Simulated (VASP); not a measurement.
# Si3Se2 (P-4m2) in VASP: further runs, part 2 of 2

VASP 6.6.1. The steps go on from the part before.

### Step 3. Relaxation of cell and atoms, PBE

This run uses another cell than the first one, of 25.66 Å³/atom, 0.936 times its volume.

The input, INCAR:

```
SYSTEM = Si3Se2
PREC     = Accurate       ! precision mode
ENCUT    = 600            ! plane-wave cutoff, eV
EDIFF    = 1E-7           ! SCF threshold, eV
ISMEAR   = 0              ! smearing method
SIGMA    = 0.2            ! smearing width, eV
LREAL    = .FALSE.        ! projectors in reciprocal space
LASPH    = .TRUE.         ! aspherical terms in the spheres
NELM     = 80             ! most SCF steps
ALGO     = Normal         ! electronic algorithm
ISIF     = 3              ! what is computed and relaxed
LWAVE    = .FALSE.        ! write WAVECAR
LCHARG   = .FALSE.        ! write CHGCAR
GGA      = PE             ! functional
IBRION   = 2              ! ionic algorithm
NSW      = 36             ! ionic steps
EDIFFG   = -0.08          ! ionic threshold
```

The input, KPOINTS:

```
Automatic mesh
0
G
  4 4 2
  0 0 0
```

The input, POSCAR:

```
Si3Se2
1.0
    3.8400000000      0.0000000000      0.0000000000
    0.0000000000      3.8400000000      0.0000000000
    0.0000000000      0.0000000000      8.7000000000
Si Se
3 2
Direct
    0.0000000000      0.5000000000      0.1560000000
    0.5000000000      0.0000000000      0.8440000000
    0.0000000000      0.0000000000      0.0000000000
    0.5000000000      0.5000000000      0.3020000000
    0.5000000000      0.5000000000      0.6980000000
```

Potentials or basis: VASP PAW PBE potentials, release 64 (Si, Se).

Run with:

```
$ cat potpaw_PBE.64/Si/POTCAR potpaw_PBE.64/Se/POTCAR > POTCAR
$ mpirun -np 1 vasp_std > vasp.out
```

OUTCAR:

```text
SYSTEM = Si3Se2
   PREC = Accurate
   ENCUT = 600
   EDIFF = 1E-7
   ISMEAR = 0
   LREAL = .FALSE.
   LASPH = .TRUE.
   NELM = 80
   ISIF = 3
   GGA = PE
   IBRION = 2
   NSW = 36
   EDIFFG = -0.08

 ion  position               nearest neighbor table
   1  0.000  0.500  0.156-   4 2.30   4 2.30   3 2.35   3 2.35
   2  0.500  0.000  0.844-   5 2.30   5 2.30   3 2.35   3 2.35
   3  0.000  0.000  0.000-   1 2.35   2 2.35   1 2.35   2 2.35
   4  0.500  0.500  0.302-   1 2.30   1 2.30
   5  0.500  0.500  0.698-   2 2.30   2 2.30

  LATTYP: Found a simple tetragonal cell.
 ALAT       =     3.8400000000
 C/A-ratio  =     2.2656250000

  Lattice vectors:

 A1 = (   3.8400000000,   0.0000000000,   0.0000000000)
 A2 = (   0.0000000000,   3.8400000000,   0.0000000000)
 A3 = (   0.0000000000,   0.0000000000,   8.7000000000)

Analysis of symmetry for initial positions (statically):
=====================================================================
 Subroutine PRICEL returns:
 Original cell was already a primitive cell.

 Routine SETGRP: Setting up the symmetry group for a
 simple tetragonal supercell.

 Subroutine GETGRP returns: Found  8 space group operations
 (whereof  8 operations were pure point group operations)
 out of a pool of 16 trial point group operations.

The static configuration has the point symmetry D_2d.

Analysis of symmetry for dynamics (positions and initial velocities):
=====================================================================
 Subroutine PRICEL returns:
 Original cell was already a primitive cell.

 Routine SETGRP: Setting up the symmetry group for a
 simple tetragonal supercell.

 Subroutine GETGRP returns: Found  8 space group operations
 (whereof  8 operations were pure point group operations)
 out of a pool of 16 trial point group operations.

The dynamic configuration has the point symmetry D_2d.

 Subroutine INISYM returns: Found  8 space group operations
 (whereof  8 operations are pure point group operations),
[... 112 lines left out ...]
  Thomas-Fermi vector in A             =   2.063302
   LORBIT       =      0    0 simple, 1 ext, 2 COOP (PROOUT), +10 PAW based schemes
   GGA     = PE    functional components
   LHFCALC =     F    Hartree Fock is set to
   AEXX    =    0.0000 exact exchange contribution
   IVDW    =     0    specifies the selected vdW correction
   LEPSILON=     F    determine dielectric tensor
   LRPA    =     F    only Hartree local field effects (RPA)
 conjugate gradient relaxation of ions
 non-spin polarized calculation
 Gauss-broadening in eV      SIGMA  =   0.20
  energy-cutoff  :      600.00
  volume of cell :      128.29
 maximum number of plane-waves:      4316
 NGX is ok and might be reduce to    32
   NGX = 15   NGY = 15   NGZ = 35

--------------------------------------- Ionic step        1  -------------------------------------------

 number of electron      24.0000000 magnetization

 Free energy of the ion-electron system (eV)
  ---------------------------------------------------
  ext. energy  EPLUGINS =         0.00000000
  ---------------------------------------------------
  free energy    TOTEN  =       -23.70631506 eV

  energy without entropy =      -23.67284255  energy(sigma->0) =      -23.68957881

------------------------ aborting loop because EDIFF is reached ----------------------------------------

  FORCE on cell =-STRESS in cart. coord.  units (eV):
  Direction    XX          YY          ZZ          XY          YZ          ZX
  --------------------------------------------------------------------------------------
  -------------------------------------------------------------------------------------
  Total        0.3783750      0.3783750      4.4356164      0.0000000      0.0000000      0.0000000
  in kB        4.7255380      4.7255380     55.3965682      0.0000000      0.0000000      0.0000000
  external PRESSURE =      21.6158814 kB  Pullay stress =       0.0000000 kB
[... 98 lines left out ...]
  FREE ENERGIE OF THE ION-ELECTRON SYSTEM (eV)
  ---------------------------------------------------
  free  energy   TOTEN  =       -23.8983366733 eV

  energy  without entropy=      -23.8747524261  energy(sigma->0) =      -23.88654455

[... ionic steps 4 to 12 ...]

--------------------------------------- Ionic step       13  -------------------------------------------

 number of electron      23.9999999 magnetization

------------------------ aborting loop because EDIFF is reached ----------------------------------------
[... 73 lines left out ...]
--------------------------------------- Ionic step       15  -------------------------------------------

 number of electron      23.9999999 magnetization

 Free energy of the ion-electron system (eV)
  ---------------------------------------------------
  ext. energy  EPLUGINS =         0.00000000
  ---------------------------------------------------
  free energy    TOTEN  =       -23.97376213 eV

  energy without entropy =      -23.94950069  energy(sigma->0) =      -23.96163141

 E-fermi :   2.8381     XC(G=0):  -7.9828

 val. band max:        2.7457685711   @ k =   0.0000   0.0000   0.0000
 cond. band min:       2.8741058557   @ k =   0.0000   0.0000   0.5000
 fundamental gap:      0.1283372847
 Fermi energy:         2.8381182106

 k-point     1 :       0.0000    0.0000    0.0000
  band No.  band energies     occupation
      1     -11.2506      2.00000
      2     -11.0278      2.00000
      3      -7.6823      2.00000
      4      -4.2023      2.00000
      5      -0.9909      2.00000
      6      -0.8027      2.00000
[... 249 lines left out ...]
  FREE ENERGIE OF THE ION-ELECTRON SYSTEM (eV)
  ---------------------------------------------------
  free  energy   TOTEN  =       -23.9737621261 eV

  energy  without entropy=      -23.9495006932  energy(sigma->0) =      -23.96163141

 reached required accuracy - stopping structural energy minimisation
```

OSZICAR:

```text
N       E                     dE             d eps       ncg     rms          rms(c)
DAV:   1     0.106927993281E+03    0.10693E+03   -0.10413E+04   384   0.136E+03
DAV:   2    -0.162537713263E+02   -0.12318E+03   -0.12144E+03   528   0.196E+02
DAV:   3    -0.240722811202E+02   -0.78185E+01   -0.77841E+01   528   0.537E+01
[... 163 lines left out ...]
DAV:   7    -0.239737627866E+02   -0.93770E-05   -0.26174E-05   408   0.342E-02    0.885E-03
DAV:   8    -0.239737608048E+02    0.19818E-05   -0.96597E-06   480   0.165E-02    0.326E-03
DAV:   9    -0.239737619219E+02   -0.11171E-05   -0.17134E-06   400   0.956E-03    0.188E-03
DAV:  10    -0.239737620825E+02   -0.16056E-06   -0.99618E-08   376   0.232E-03    0.713E-04
DAV:  11    -0.239737621261E+02   -0.43656E-07   -0.67248E-08   296   0.213E-03
  15 F= -.23973762E+02 E0= -.23961631E+02  d E =-.552988E-02
```

Wall time 4.8 min (1 thread of AMD EPYC 7R43 (Zen 3), shared host); peak memory 0.24 GiB.

Results:

* Free energy: -23.9738 eV
* Relaxed volume: 27.88 Å³/atom
* Relaxed cell: a = 3.777 Å, b = 3.777 Å, c = 9.773 Å, α = 90.00°, β = 90.00°, γ = 90.00°
* Space group after relaxing (to 0.05 Å): P-4m2 (No. 115)
* Energy gained by relaxing: 53.5 meV/atom
* Ionic steps: 15
* Pressure after relaxing: 0.0 GPa
* Largest force after relaxing: 0.035 eV/Å

Forces on the atoms (eV/Å):
```
Si   0.000  0.000  0.035
Si   0.000  0.000 -0.035
Si   0.000  0.000  0.000
Se   0.000  0.000  0.004
Se   0.000  0.000 -0.004
```

Stress tensor (GPa, compression positive):
```
-0.04  0.00  0.00
 0.00 -0.04  0.00
 0.00  0.00  0.19
```

Step by step:
```csv
step,energy change (eV),largest force (eV/Å),pressure (GPa),volume (Å³)
1,0.0000,1.3079,2.16,128.29
2,-0.1797,0.4558,-1.87,134.76
3,-0.1920,0.1541,-1.17,133.46
4,-0.2287,0.2222,-0.03,130.70
5,-0.2303,0.2561,0.27,130.02
6,-0.2404,0.1091,0.28,130.38
7,-0.2412,0.1369,0.29,130.51
8,-0.2442,0.1233,-0.10,131.59
9,-0.2448,0.1711,-0.37,132.37
10,-0.2467,0.1657,-0.34,132.52
11,-0.2517,0.1505,-0.24,133.00
12,-0.2586,0.1227,-0.02,133.94
13,-0.2619,0.2125,0.47,135.82
14,-0.2642,0.1680,0.36,136.72
15,-0.2674,0.0349,0.04,139.42
```

Final structure:
```xyz
5
Lattice="3.7770 0.0000 0.0000 0.0000 3.7770 0.0000 0.0000 0.0000 9.7731" Properties=species:S:1:pos:R:3 pbc="T T T"
Si    0.0000    1.8885    1.3678
Si    1.8885    3.7770    8.4052
Si    0.0000    0.0000    0.0000
Se    1.8885    1.8885    2.7909
Se    1.8885    1.8885    6.9822
```

Caveat: the k points lie up to 0.42 Å⁻¹ apart in the final cell; this functional lacks dispersion, which binds the layers, so the pressure and a relaxed spacing across them are unreliable; the relaxation stopped at a loose force limit of 0.08 eV/Å, so its end isn't a converged minimum.

### Step 4. Single point, PBE

This run uses another cell than the first one, of 27.75 Å³/atom, 1.012 times its volume.

The input, INCAR:

```
ALGO     = Normal         # electronic algorithm
EDIFF    = 1E-6           # SCF threshold, eV
ENCUT    = 520            # plane-wave cutoff, eV
GGA      = PE             # functional
ISIF     = 2              # what is computed and relaxed
ISMEAR   = 0              # smearing method
LASPH    = T              # aspherical terms in the spheres
LCHARG   = F              # write CHGCAR
LREAL    = F              # projectors in reciprocal space
LWAVE    = F              # write WAVECAR
NBANDS   = 20             # bands
NELM     = 60             # most SCF steps
PREC     = Accurate       # precision mode
SIGMA    = 0.1            # smearing width, eV
```

The input, KPOINTS:

```
k-points
0
Gamma
  8 8 4
```

The input, POSCAR:

```
Si3Se2
1.0
    3.7469235428      0.0000000000      0.0000000000
    0.0000000000      3.7469235428      0.0000000000
    0.0000000000      0.0000000000      9.8832447590
Si Se
3 2
Direct
    0.0000000000      0.5000000000      0.1402530092
    0.5000000000      0.0000000000      0.8597469908
    0.0000000000      0.0000000000      0.0000000000
    0.5000000000      0.5000000000      0.2858113214
    0.5000000000      0.5000000000      0.7141886786
```

Potentials or basis: VASP PAW PBE potentials, release 64 (Si, Se).

Run with:

```
$ cat potpaw_PBE.64/Si/POTCAR potpaw_PBE.64/Se/POTCAR > POTCAR
$ mpirun -np 1 vasp_std > vasp.out
```

OUTCAR:

```text
EDIFF = 1E-6
   ENCUT = 520
   GGA = PE
   ISIF = 2
   ISMEAR = 0
   LASPH = T
   LREAL = F
   NELM = 60
   PREC = Accurate

 ion  position               nearest neighbor table
   1  0.000  0.500  0.140-   3 2.33   3 2.33   4 2.36   4 2.36
   2  0.500  0.000  0.860-   3 2.33   3 2.33   5 2.36   5 2.36
   3  0.000  0.000  0.000-   1 2.33   2 2.33   1 2.33   2 2.33
   4  0.500  0.500  0.286-   1 2.36   1 2.36
   5  0.500  0.500  0.714-   2 2.36   2 2.36

  LATTYP: Found a simple tetragonal cell.
 ALAT       =     3.7469235428
 C/A-ratio  =     2.6376958713

  Lattice vectors:

 A1 = (   3.7469235428,   0.0000000000,   0.0000000000)
 A2 = (   0.0000000000,   3.7469235428,   0.0000000000)
 A3 = (   0.0000000000,   0.0000000000,   9.8832447590)

Analysis of symmetry for initial positions (statically):
=====================================================================
 Subroutine PRICEL returns:
 Original cell was already a primitive cell.

 Routine SETGRP: Setting up the symmetry group for a
 simple tetragonal supercell.

 Subroutine GETGRP returns: Found  8 space group operations
 (whereof  8 operations were pure point group operations)
 out of a pool of 16 trial point group operations.

The static configuration has the point symmetry D_2d.

Analysis of symmetry for dynamics (positions and initial velocities):
=====================================================================
 Subroutine PRICEL returns:
 Original cell was already a primitive cell.

 Routine SETGRP: Setting up the symmetry group for a
 simple tetragonal supercell.

 Subroutine GETGRP returns: Found  8 space group operations
 (whereof  8 operations were pure point group operations)
 out of a pool of 16 trial point group operations.

The dynamic configuration has the point symmetry D_2d.

 Subroutine INISYM returns: Found  8 space group operations
[... 115 lines left out ...]
   NUPDOWN=      -1.0000    fix difference up-down
   EMIN   =  10.00;   EMAX   =-10.00  energy-range for DOS
   EFERMI =   0.00;   METHOD = LEGACY
   ISMEAR =     0;   SIGMA  =   0.10  broadening in eV -4-tet -1-fermi 0-gaus
   EFERMI_NEDOS =   21; number of points for ismear=-14 and -15
   IALGO  =     38    algorithm
   IMIX   =      4    mixing-type and parameters
     AMIX     =   0.40;   BMIX     =  1.00
     AMIX_MAG =   1.60;   BMIX_MAG =  1.00
  volume/ion in A,a.u.               =      27.75       187.27
  Fermi-wavevector in a.u.,A,eV,Ry     =   0.912141  1.723697 11.320074  0.832002
  Thomas-Fermi vector in A             =   2.036503
   LORBIT       =      0    0 simple, 1 ext, 2 COOP (PROOUT), +10 PAW based schemes
   GGA     = PE    functional components
   LHFCALC =     F    Hartree Fock is set to
   AEXX    =    0.0000 exact exchange contribution
   IVDW    =     0    specifies the selected vdW correction
   LEPSILON=     F    determine dielectric tensor
   LRPA    =     F    only Hartree local field effects (RPA)
 non-spin polarized calculation
 Gauss-broadening in eV      SIGMA  =   0.10
  energy-cutoff  :      520.00
  volume of cell :      138.76
 maximum number of plane-waves:      3764
 NGX is ok and might be reduce to    28
   NGX = 13   NGY = 13   NGZ = 37

 number of electron      23.9999999 magnetization

 Free energy of the ion-electron system (eV)
  ---------------------------------------------------
  ext. energy  EPLUGINS =         0.00000000
  ---------------------------------------------------
  free energy    TOTEN  =       -24.09455476 eV

  energy without entropy =      -24.09253100  energy(sigma->0) =      -24.09354288

 E-fermi :   2.8772     XC(G=0):  -8.0026

 val. band max:        2.8562245138   @ k =   0.0000   0.0000   0.0000
 cond. band min:       2.9298949459   @ k =   0.0000   0.0000   0.2500
 fundamental gap:      0.0736704321
 Fermi energy:         2.8772248585

 k-point     1 :       0.0000    0.0000    0.0000
  band No.  band energies     occupation
      1     -11.2536      2.00000
      2     -11.0420      2.00000
      3      -7.6845      2.00000
      4      -4.2479      2.00000
      5      -1.0334      2.00000
      6      -0.6999      2.00000
[... 541 lines left out ...]
     19       8.2543      0.00000
     20       8.4165      0.00000

 [... further k-points ...]
[... 5 lines left out ...]
  --------------------------------------------------------------------------------------
  -------------------------------------------------------------------------------------
  Total        0.0056890      0.0056890      0.0367459      0.0000000      0.0000000     -0.0000000
  in kB        0.0656895      0.0656895      0.4242978      0.0000000      0.0000000     -0.0000000
  external PRESSURE =       0.1852256 kB  Pullay stress =       0.0000000 kB

 VOLUME and BASIS-vectors are now :
 -----------------------------------------------------------------------------
  energy-cutoff  :      520.00
  volume of cell :      138.76
      direct lattice vectors                 reciprocal lattice vectors
     3.746923543  0.000000000  0.000000000     0.266885617  0.000000000  0.000000000
     0.000000000  3.746923543  0.000000000     0.000000000  0.266885617  0.000000000
     0.000000000  0.000000000  9.883244759     0.000000000  0.000000000  0.101181345

 POSITION                                       TOTAL-FORCE (eV/Angst)
 -----------------------------------------------------------------------------------
      0.00000      1.87346      1.38615         0.000000     -0.000000     -0.022680
      1.87346      0.00000      8.49709         0.000000     -0.000000      0.022680
      0.00000      0.00000      0.00000         0.000000     -0.000000      0.000000
      1.87346      1.87346      2.82474         0.000000      0.000000      0.016060
      1.87346      1.87346      7.05850        -0.000000      0.000000     -0.016060
 -----------------------------------------------------------------------------------
    total drift:                                0.000000      0.000000     -0.000000

  FREE ENERGIE OF THE ION-ELECTRON SYSTEM (eV)
  ---------------------------------------------------
  free  energy   TOTEN  =       -24.0945547564 eV

  energy  without entropy=      -24.0925310048  energy(sigma->0) =      -24.09354288
```

OSZICAR:

```text
N       E                     dE             d eps       ncg     rms          rms(c)
DAV:   1     0.901083090773E+02    0.90108E+02   -0.90981E+03  1800   0.949E+02
DAV:   2    -0.166899598310E+02   -0.10680E+03   -0.10353E+03  2340   0.157E+02
DAV:   3    -0.244396701922E+02   -0.77497E+01   -0.76740E+01  2284   0.431E+01
DAV:   4    -0.245741755448E+02   -0.13451E+00   -0.13440E+00  2248   0.661E+00
DAV:   5    -0.245767768475E+02   -0.26013E-02   -0.26012E-02  2304   0.941E-01    0.786E+00
DAV:   6    -0.242166785890E+02    0.36010E+00   -0.29298E-01  2024   0.271E+00    0.468E+00
DAV:   7    -0.240923906651E+02    0.12429E+00   -0.45099E-01  2176   0.330E+00    0.571E-01
DAV:   8    -0.240930116690E+02   -0.62100E-03   -0.64411E-02  2000   0.136E+00    0.389E-01
DAV:   9    -0.240939283192E+02   -0.91665E-03   -0.35432E-03  2100   0.304E-01    0.181E-01
DAV:  10    -0.240943849236E+02   -0.45660E-03   -0.82929E-04  2116   0.154E-01    0.458E-02
DAV:  11    -0.240945199052E+02   -0.13498E-03   -0.15648E-04  2048   0.696E-02    0.340E-02
DAV:  12    -0.240945552175E+02   -0.35312E-04   -0.52691E-05  1924   0.450E-02    0.171E-02
DAV:  13    -0.240945541386E+02    0.10789E-05   -0.59064E-06  2360   0.151E-02    0.353E-03
DAV:  14    -0.240945547564E+02   -0.61777E-06   -0.10985E-06  1560   0.656E-03
   1 F= -.24094555E+02 E0= -.24093543E+02  d E =-.202375E-02
```

stdout:

```text
POSCAR found type information on POSCAR SiSe
 POSCAR found :  2 types and       5 ions
 scaLAPACK will be used
 LDA part: xc-table for (Slater+PW92), standard interpolation
 POSCAR, INCAR and KPOINTS ok, starting setup
 FFT: planning ... GRIDC
 FFT: planning ... GRID_SOFT
 FFT: planning ... GRID
 WAVECAR not read
 entering main loop
```

Wall time 96 s (1 thread of AMD EPYC 7R43 (Zen 3), shared host); peak memory 0.26 GiB.

What came out:

```
Free energy   : -24.0946 eV
Pressure      : 0.0 GPa
Largest force : 0.023 eV/Å
```

Forces on the atoms (eV/Å):
```
Si   0.000  0.000 -0.023
Si   0.000  0.000  0.023
Si   0.000  0.000  0.000
Se   0.000  0.000  0.016
Se   0.000  0.000 -0.016
```

Levels at points of the mesh, in eV from the Fermi level:
| k point | band 9 | band 10 | band 11 | band 12 | band 13 | band 14 | band 15 | band 16 |
| --- | --- | --- | --- | --- | --- | --- | --- | --- |
| (0.00, 0.00, 0.00) | -2.32 | -1.62 | -0.17 | -0.17 | -0.02 | 1.16 | 1.50 | 2.28 |
| (0.50, 0.00, 0.00) | -2.51 | -2.02 | -1.36 | -0.38 | 0.86 | 2.47 | 2.78 | 2.99 |
| (0.50, 0.50, 0.00) | -3.70 | -3.09 | -2.58 | -2.58 | 1.13 | 1.80 | 1.98 | 1.98 |
| (0.00, 0.00, 0.50) | -2.33 | -2.14 | -0.15 | -0.15 | 0.11 | 1.13 | 1.50 | 2.61 |
| (0.50, 0.00, 0.50) | -2.16 | -2.11 | -1.36 | -0.39 | 0.64 | 2.56 | 2.84 | 3.02 |
| (0.50, 0.50, 0.50) | -3.70 | -3.38 | -2.56 | -2.56 | 1.46 | 1.84 | 1.84 | 1.85 |

Caveat: this functional lacks dispersion, which binds the layers, so the pressure and a relaxed spacing across them are unreliable.

### Step 5. Summary

| task | cell | k mesh | cutoff (eV) | smearing | pressure (GPa) | largest force (eV/Å) |
| --- | --- | --- | --- | --- | --- | --- |
| single point | a = 3.775, b = 3.775, c = 9.619 Å, 5 atoms | 4 × 4 × 2 | 520 | gaussian 0.2 eV | 0.1 | 0.02 |
| relaxation of cell and atoms | relaxed from a = 3.840, b = 3.840, c = 8.700 Å, 5 atoms | 4 × 4 × 2 | 600 | gaussian 0.2 eV | 0.0 | 0.03 |
| single point | a = 3.747, b = 3.747, c = 9.883 Å, 5 atoms | 8 × 8 × 4 | 520 | gaussian 0.1 eV | 0.0 | 0.02 |

Alike in all rows: level PBE; potentials or basis VASP PAW PBE potentials, release 64 (Si, Se); no spin polarisation.

Caveats: some runs use coarse meshes; this functional lacks dispersion, which binds the layers, so the pressure and a relaxed spacing across them are unreliable; the relaxation stopped at a loose force limit of 0.08 eV/Å, so its end isn't a converged minimum (some runs).

Absolute energies hang on the potentials; compare differences alone.
